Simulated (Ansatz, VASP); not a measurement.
# MnS in VASP and in Ansatz

File INCAR:

```
PREC = Accurate
ENCUT = 520
EDIFF = 1E-6
ISMEAR = 0
SIGMA = 0.05
LREAL = F
LASPH = T
NELM = 150
ALGO = Normal
ISIF = 2
LWAVE = F
LCHARG = F
ISPIN = 2
MAGMOM = 2.8 0
LORBIT = 11
LMAXMIX = 4
LDAU = T
LDAUTYPE = 2
LDAUL = 2 -1
LDAUU = 6 0
LDAUJ = 0 0
LDAUPRINT = 1
GGA = CA
NBANDS = 20
```

The input KPOINTS:

```
Automatic mesh
0
Gamma
  10 10 10
```

POSCAR

```
MnS
1.0
    3.0990400000      0.0000000000      0.0000000000
    0.0000000000      3.0990400000      0.0000000000
    0.0000000000      0.0000000000      3.0990400000
Mn S
1 1
Direct
    0.5000000000      0.5000000000      0.5000000000
    0.0000000000      0.0000000000      0.0000000000
```

Input for Ansatz:

```yaml
crystal:
  lattice:
    - [3.09904, 0.0, 0.0]
    - [0.0, 3.09904, 0.0]
    - [0.0, 0.0, 3.09904]
  atoms:
    - { symbol: Mn, position: [0.5, 0.5, 0.5], spin: 2.8 }
    - { symbol: S, position: [0.0, 0.0, 0.0], spin: 0.0 }
basis:
  ecutwfc: 517.016338673772
kpoints:
  mp_grid:
    grid: [10, 10, 10]
hamiltonian:
  xc: lda
  hubbard:
    - { species: Mn, l: d, u_eff: 6.0 }
magnetization:
  spin_polarized: true
scf:
  convergence:
    dr2_threshold: 1.0e-10
  occupations:
    method: gaussian
    width: 0.05
output:
  eigenvalues: true
```

Alike in both runs: task single point; functional LDA; k mesh 10 × 10 × 10; occupations gaussian, width 0.05 eV; collinear spin; Hubbard terms Mn d U = 6.0 eV.

|  | VASP | Ansatz |
| --- | --- | --- |
| version | VASP 6.6.1 | Ansatz 0.2.0 |
| potentials or method | VASP PAW LDA potentials, release 64 (Mn_pv, S), cutoff 520 eV | plane waves, PAW |
| valence electrons in the cell | 19 | 21 |

VASP gave:

| Quantity | Value |
| --- | --- |
| gap on the k mesh at the Fermi level (eV) | none |
| net moment per atom (μB) | 2.39 |
| size of the moment on the site where the two differ most (μB) | 0.06 |

**Question.** Estimate Ansatz's values.

**Answer.** gap on the k mesh at the Fermi level (eV): none; net moment per atom (μB): 2.43; size of the moment on the site where the two differ most (μB): 0.10.

LDA's correlation is that of Perdew and Zunger in VASP and of Perdew and Wang (1992) in Ansatz. Site moments also hang on the region over which each program counts them. The programs project onto different local orbitals, so the same U acts differently, and such runs can settle in different states. A gap of «none» marks a metal or a gap that the smearing closes. VASP's potentials hold 19 valence electrons a cell and Ansatz's 21, so a difference there can come from the potentials and not from the codes. Ansatz's warnings: filled band counts differ across k points.
